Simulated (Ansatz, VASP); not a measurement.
## W in VASP and in Ansatz

```
CELL_PARAMETERS angstrom
3.18342 0.00000 0.00000
0.00000 3.18342 0.00000
0.00000 0.00000 23.95850
ATOMIC_POSITIONS crystal
W 0.25000 0.25000 0.34047
W 0.75000 0.75000 0.39907
W 0.25000 0.25000 0.46785
W 0.75000 0.75000 0.53215
W 0.25000 0.25000 0.60093
W 0.75000 0.75000 0.65953
```

Alike in both runs: task single point; functional PBE; k mesh 11 × 11 × 1; occupations fermi-dirac, width 0.08 eV; no spin polarisation.

|  | VASP | Ansatz |
| --- | --- | --- |
| version | VASP 6.6.1 | Ansatz 0.2.0 |
| potentials or method | VASP PAW PBE potentials, release 64 (W_sv) | PAW with Ansatz's default frozen-core files, scalar-relativistic |
| plane-wave cutoff (eV) | 520 | 420 |
| valence electrons in the cell | 84 | 84 |

Ansatz gave:

```
rms of the force components (eV/Å) : 0.003
```

**Question.** Which values does VASP return?

**Answer.** rms of the force components (eV/Å): 0.015.

Atom by atom the forces differ by 0.016 eV/Å (rms over components). The functional is the same, so the differences come from potentials, cutoffs and numerics.

Spin-orbit coupling is off throughout.
